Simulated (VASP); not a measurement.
# Re (P6_3/mmc) in VASP: settings compared

The runs below take Re through single point, relaxation of cell and atoms, with PBE, BLYP, r2SCAN.

All numbers are computed with VASP 6.6.1; they aren't measurements. Logs are shortened: lines on timing, memory, paths and dates and some standing lists are left out, and cuts for length are marked.

**1. The cell of the first run**

It takes space group P6_3/mmc (No. 194, hexagonal). Conventional cell: a = 2.766 Å, b = 2.766 Å, c = 8.939 Å, α = 90.00°, β = 90.00°, γ = 120.00°. Within 3.6 Å of Re (site symmetry -6m2) lie 12 Re at 2.75 to 2.77 Å. Re (site symmetry -3m) has 12 Re at 2.75 to 2.77 Å within 3.6 Å.

**2. Single point, PBE**

The input, INCAR:

```
PREC = Accurate ; ENCUT = 520
EDIFF = 1E-6 ; ISMEAR = 0
SIGMA = 0.024 ; LREAL = F
LASPH = T ; NELM = 100
ALGO = Fast ; ISIF = 2
LWAVE = F ; LCHARG = F
GGA = PE ; NBANDS = 22
```

The input, KPOINTS:

```
regular mesh
0
Gamma
  11 11 3
```

The input, POSCAR:

```
Re
1.0
    2.7663873939      0.0000000000      0.0000000000
   -1.3831936969      2.3957617598      0.0000000000
    0.0000000000      0.0000000000      8.9388451600
Re
4
Direct
    0.6666666667      0.3333333333      0.7500000000
    0.0000000000      0.0000000000      0.5000000000
    0.3333333333      0.6666666667      0.2500000000
    0.0000000000      0.0000000000      0.0000000000
```

Potentials or basis: VASP PAW PBE potentials, release 64 (Re).

Command:

```
> cat potpaw_PBE.64/Re/POTCAR > POTCAR
> mpirun -np 1 vasp_std > vasp.out
```

OUTCAR:

```text
PREC = Accurate
   ENCUT = 520
   EDIFF = 1E-6
   ISMEAR = 0
   LREAL = F
   LASPH = T
   NELM = 100
   ISIF = 2
   GGA = PE

 ion  position               nearest neighbor table
   1  0.667  0.333  0.750-   2 2.75   4 2.75   2 2.75   4 2.75   2 2.75   4 2.75
   2  0.000  0.000  0.500-   1 2.75   3 2.75   3 2.75   1 2.75   1 2.75   3 2.75
   3  0.333  0.667  0.250-   2 2.75   4 2.75   2 2.75   4 2.75   2 2.75   4 2.75
   4  0.000  0.000  0.000-   1 2.75   3 2.75   3 2.75   1 2.75   1 2.75   3 2.75

  LATTYP: Found a hexagonal cell.
 ALAT       =     2.7663873939
 C/A-ratio  =     3.2312340563

  Lattice vectors:

 A1 = (   2.7663873939,   0.0000000000,   0.0000000000)
 A2 = (  -1.3831936969,   2.3957617598,   0.0000000000)
 A3 = (   0.0000000000,   0.0000000000,   8.9388451600)

Analysis of symmetry for initial positions (statically):
=====================================================================
 Subroutine PRICEL returns:
 Original cell was already a primitive cell.

 Routine SETGRP: Setting up the symmetry group for a
 hexagonal supercell.

 Subroutine GETGRP returns: Found 24 space group operations
 (whereof 12 operations were pure point group operations)
 out of a pool of 24 trial point group operations.

The static configuration has the point symmetry D_3d.
 The point group associated with its full space group is D_6h.

Analysis of symmetry for dynamics (positions and initial velocities):
=====================================================================
 Subroutine PRICEL returns:
 Original cell was already a primitive cell.

 Routine SETGRP: Setting up the symmetry group for a
 hexagonal supercell.

 Subroutine GETGRP returns: Found 24 space group operations
 (whereof 12 operations were pure point group operations)
 out of a pool of 24 trial point group operations.

The dynamic configuration has the point symmetry D_3d.
 The point group associated with its full space group is D_6h.

 Subroutine INISYM returns: Found 24 space group operations
 (whereof 12 operations are pure point group operations),
 and found     1 'primitive' translations

----------------------------------------------------------------------------------------

                                     Primitive cell

  volume of cell :      59.2431

  direct lattice vectors                    reciprocal lattice vectors
     2.766387394  0.000000000  0.000000000     0.361482272  0.208701887  0.000000000
    -1.383193697  2.395761760  0.000000000     0.000000000  0.417403774  0.000000000
     0.000000000  0.000000000  8.938845160     0.000000000  0.000000000  0.111871274

  length of vectors
     2.766387394  2.766387394  8.938845160     0.417403774  0.417403774  0.111871274

  position of ions in fractional coordinates (direct lattice)
     0.666666667  0.333333333  0.750000000
     0.000000000  0.000000000  0.500000000
     0.333333333  0.666666667  0.250000000
     0.000000000  0.000000000  0.000000000

  ion indices of the primitive-cell ions
   primitive index   ion index
                 1           1
                 2           2
                 3           3
                 4           4

----------------------------------------------------------------------------------------

 KPOINTS: regular mesh

Automatic generation of k-mesh.
 Grid dimensions read from file:
 generate k-points for:   11   11    3

 Generating k-lattice:

  Cartesian coordinates                     Fractional coordinates (reciprocal lattice)
     0.032862025  0.018972899  0.000000000     0.090909091  0.000000000  0.000000000
     0.000000000  0.037945798  0.000000000     0.000000000  0.090909091  0.000000000
     0.000000000  0.000000000  0.037290425     0.000000000  0.000000000  0.333333333

  Length of vectors
     0.037945798  0.037945798  0.037290425

  Shift w.r.t. Gamma in fractional coordinates (k-lattice)
     0.000000000  0.000000000  0.000000000

 Subroutine IBZKPT returns following result:
 ===========================================

 Found     32 irreducible k-points:

 Following reciprocal coordinates:
            Coordinates               Weight
  0.000000  0.000000  0.000000      1.000000
  0.090909 -0.000000  0.000000      6.000000
  0.181818  0.000000  0.000000      6.000000
  0.272727  0.000000  0.000000      6.000000
  0.363636  0.000000  0.000000      6.000000
  0.454545  0.000000  0.000000      6.000000
[... 16 lines left out ...]
  0.090909  0.090909  0.333333     12.000000
  0.181818  0.090909  0.333333     24.000000
 [... further k-points ...]
   k-points           NKPTS =     32   k-points in BZ     NKDIM =     32   number of bands    NBANDS=     22
   number of dos      NEDOS =    301   number of ions     NIONS =      4
   total plane-waves  NPLWV =  40320
   dimension x,y,z NGX =    24 NGY =   24 NGZ =   70
   dimension x,y,z NGXF=    48 NGYF=   48 NGZF=  140
   ions per type =               4
   NGX,Y,Z   is equivalent  to a cutoff of  14.42, 14.42, 13.02 a.u.
   NGXF,Y,Z  is equivalent  to a cutoff of  28.85, 28.85, 26.04 a.u.
 SYSTEM =  unknown system
   PREC   = accura    normal or accurate (medium, high low for compatibility)
   ISTART =      0    job   : 0-new  1-cont  2-samecut
   ICHARG =      2    charge: 1-file 2-atom 10-const
   ISPIN  =      1    spin polarized calculation?
   LNONCOLLINEAR =      F non collinear calculations
   LSORBIT =      F    spin-orbit coupling
   LASPH  =      T    aspherical Exc in radial PAW
   ENCUT  =  520.0 eV  38.22 Ry    6.18 a.u.   5.14  5.14 16.62*2*pi/ulx,y,z
   NELM   =    100;   NELMIN=  2; NELMDL= -5     # of ELM steps
   EDIFF  = 0.1E-05   stopping-criterion for ELM
   LREAL  =      F    real-space projection
   EDIFFG = 0.1E-04   stopping-criterion for IOM
   NSW    =      0    number of steps for IOM
   IBRION =     -1    ionic relax: 0-MD 1-quasi-New 2-CG
   NFREE  =      0    steps in history (QN), initial steepest desc. (CG)
   ISIF   =      2    stress and relaxation
   ISYM   =      2    0-nonsym 1-usesym 2-fastsym
   POTIM  = 0.5000    time-step for ionic-motion
   TEBEG  =    0.0;   TEEND  =   0.0 temperature during run
   PSTRESS=    0.0 pullay stress
   NELECT =      28.0000    total number of electrons
   NUPDOWN=      -1.0000    fix difference up-down
   EMIN   =  10.00;   EMAX   =-10.00  energy-range for DOS
   EFERMI =   0.00;   METHOD = LEGACY
   ISMEAR =     0;   SIGMA  =   0.02  broadening in eV -4-tet -1-fermi 0-gaus
   EFERMI_NEDOS =   21; number of points for ismear=-14 and -15
   IALGO  =     68    algorithm
   IMIX   =      4    mixing-type and parameters
     AMIX     =   0.40;   BMIX     =  1.00
     AMIX_MAG =   1.60;   BMIX_MAG =  1.00
  volume/ion in A,a.u.               =      14.81        99.95
  Fermi-wavevector in a.u.,A,eV,Ry     =   1.275209  2.409796 22.125236  1.626159
  Thomas-Fermi vector in A             =   2.407934
   LORBIT       =      0    0 simple, 1 ext, 2 COOP (PROOUT), +10 PAW based schemes
   GGA     = PE    functional components
   LHFCALC =     F    Hartree Fock is set to
   AEXX    =    0.0000 exact exchange contribution
   IVDW    =     0    specifies the selected vdW correction
   LEPSILON=     F    determine dielectric tensor
   LRPA    =     F    only Hartree local field effects (RPA)
 non-spin polarized calculation
 RMM-DIIS sequential band-by-band and
 Gauss-broadening in eV      SIGMA  =   0.02
  energy-cutoff  :      520.00
  volume of cell :       59.24
 maximum number of plane-waves:      1607
 NGX is ok and might be reduce to    24
   NGX = 11   NGY = 11   NGZ = 33

 number of electron      27.9999999 magnetization

 Free energy of the ion-electron system (eV)
  ---------------------------------------------------
  ext. energy  EPLUGINS =         0.00000000
  ---------------------------------------------------
  free energy    TOTEN  =       -49.69337813 eV

  energy without entropy =      -49.69184057  energy(sigma->0) =      -49.69260935

 E-fermi :   7.8739     XC(G=0): -13.6942

 val. band max:        7.8465778105   @ k =   0.1818   0.0000   0.0000
 cond. band min:       7.8804943547   @ k =   0.1818   0.0909   0.3333
 fundamental gap:      0.0339165442
 Fermi energy:         7.8738692392

 k-point     1 :       0.0000    0.0000    0.0000
  band No.  band energies     occupation
      1      -2.0163      2.00000
      2       0.2823      2.00000
      3       0.3633      2.00000
      4       1.2471      2.00000
      5       5.3691      2.00000
      6       5.4589      2.00000
[... 14 lines left out ...]
     21      10.3802      0.00000
     22      10.3851      0.00000

 k-point     2 :       0.0909   -0.0000    0.0000
  band No.  band energies     occupation
      1      -1.6828      2.00000
      2       0.5924      2.00000
      3       0.6700      2.00000
      4       1.5644      2.00000
      5       4.9642      2.00000
      6       5.2369      2.00000
[... 14 lines left out ...]
     21      10.3262      0.00000
     22      10.4621      0.00000

 k-point     3 :       0.1818    0.0000    0.0000
  band No.  band energies     occupation
      1      -0.7620      2.00000
      2       1.3381      2.00000
      3       1.4004      2.00000
      4       2.3425      2.00000
      5       4.3157      2.00000
      6       4.7282      2.00000
[... 14 lines left out ...]
     21      10.5468      0.00000
     22      10.7511      0.00000
[... 476 lines left out ...]
 k-point    23 :       0.0909    0.0909    0.3333
  band No.  band energies     occupation
      1      -0.7582      2.00000
      2       0.0598      2.00000
      3       2.0022      2.00000
      4       2.1608      2.00000
      5       4.6849      2.00000
      6       4.9449      2.00000
[... 14 lines left out ...]
     21      10.7866      0.00000
     22      11.4802      0.00000

 k-point    24 :       0.1818    0.0909    0.3333
  band No.  band energies     occupation
      1       0.2888      2.00000
      2       0.9337      2.00000
      3       2.7479      2.00000
      4       2.9988      2.00000
      5       3.9162      2.00000
      6       4.1943      2.00000
[... 14 lines left out ...]
     21      10.8957      0.00000
     22      11.5921      0.00000

 [... further k-points ...]

------------------------ aborting loop because EDIFF is reached ----------------------------------------

  FORCE on cell =-STRESS in cart. coord.  units (eV):
  Direction    XX          YY          ZZ          XY          YZ          ZX
  --------------------------------------------------------------------------------------
  -------------------------------------------------------------------------------------
  Total        0.9902490      0.9902490      1.2729157      0.0000000      0.0000000     -0.0000000
  in kB       26.7803948     26.7803948     34.4248611      0.0000000      0.0000000     -0.0000000
  external PRESSURE =      29.3285502 kB  Pullay stress =       0.0000000 kB

 VOLUME and BASIS-vectors are now :
 -----------------------------------------------------------------------------
  energy-cutoff  :      520.00
  volume of cell :       59.24
      direct lattice vectors                 reciprocal lattice vectors
     2.766387394  0.000000000  0.000000000     0.361482272  0.208701887  0.000000000
    -1.383193697  2.395761760  0.000000000     0.000000000  0.417403774  0.000000000
     0.000000000  0.000000000  8.938845160     0.000000000  0.000000000  0.111871274

 POSITION                                       TOTAL-FORCE (eV/Angst)
 -----------------------------------------------------------------------------------
      1.38319      0.79859      6.70413        -0.000000      0.000000     -0.000000
      0.00000      0.00000      4.46942        -0.000000      0.000000      0.000000
     -0.00000      1.59717      2.23471         0.000000     -0.000000      0.000000
      0.00000      0.00000      0.00000        -0.000000      0.000000      0.000000
 -----------------------------------------------------------------------------------
    total drift:                               -0.000000      0.000000      0.000000

  FREE ENERGIE OF THE ION-ELECTRON SYSTEM (eV)
  ---------------------------------------------------
  free  energy   TOTEN  =       -49.6933781251 eV

  energy  without entropy=      -49.6918405686  energy(sigma->0) =      -49.69260935
```

Run time: 31 s. Hardware: 1 thread of Intel Xeon 6975P-C (Granite Rapids), shared host; peak memory 0.2 GiB.

What came out:

```yaml
Free_energy: -49.6934 eV
Pressure: 2.9 GPa
Band_gap_on_the_k_mesh: zero (bands 14 and 15 overlap by 2.41 eV)
```

Stress tensor (GPa, compression positive):
```
2.68 0.00 0.00
0.00 2.68 0.00
0.00 0.00 3.44
```

Levels at points of the mesh, in eV from the Fermi level:
| k point | band 10 | band 11 | band 12 | band 13 | band 14 | band 15 | band 16 | band 17 | band 18 | band 19 |
| --- | --- | --- | --- | --- | --- | --- | --- | --- | --- | --- |
| (0.00, 0.00, 0.00) | -1.87 | -1.61 | -1.19 | -1.19 | -1.09 | -1.09 | 0.52 | 0.65 | 0.65 | 1.52 |

Caveat: spin-orbit coupling is left out, which moves the levels of the heavy elements.

**3. Single point, BLYP**

This run uses another cell than the first one, of 15.52 Å³/atom.

The input, INCAR:

```
SYSTEM = Re
AGGAC = 1.0 ; AGGAX = 1.0
ALDAC = 0.0 ; ALDAX = 1.0
ALGO = Normal ; EDIFF = 1E-7
ENCUT = 520 ; GGA = B5
ISIF = 2 ; ISMEAR = -1
LASPH = .True. ; LCHARG = .False.
LREAL = .False. ; LWAVE = .False.
NBANDS = 22 ; NELM = 60
PREC = Accurate ; SIGMA = 0.05
```

The input, KPOINTS:

```
k-points
0
Gamma
  11 11 3
  0 0 0
```

The input, POSCAR:

```
Re
1.0
    2.8106874482      0.0000000000      0.0000000000
   -1.4053437241      2.4341267323      0.0000000000
    0.0000000000      0.0000000000      9.0749529775
Re
4
Direct
    0.6666666667      0.3333333333      0.7500000000
    0.0000000000      0.0000000000      0.5000000000
    0.3333333333      0.6666666667      0.2500000000
    0.0000000000      0.0000000000      0.0000000000
```

Potentials or basis: VASP PAW PBE potentials, release 64 (Re).

Command:

```
> cat potpaw_PBE.64/Re/POTCAR > POTCAR
> mpirun -np 1 vasp_std > vasp.out
```

It took 40 s on 1 thread of Intel Xeon 6975P-C (Granite Rapids), shared host; peak memory 0.2 GiB.

It converged, with:

```yaml
Free_energy: -43.0706 eV
Pressure: 1.8 GPa
Band_gap_on_the_k_mesh: zero (bands 14 and 15 overlap by 2.35 eV)
```

Levels at points of the mesh, in eV from the Fermi level:
```
           k point  band 10  band 11  band 12  band 13  band 14  band 15  band 16  band 17  band 18  band 19
(0.00, 0.00, 0.00)    -1.80    -1.56    -1.17    -1.17    -1.08    -1.08     0.54     0.54     0.74     1.35
```

Caveat: the PAW data sets were made with another functional, which shifts forces and pressure a little; spin-orbit coupling is left out, which moves the levels of the heavy elements.

(Part 1 of 2 ends here.)
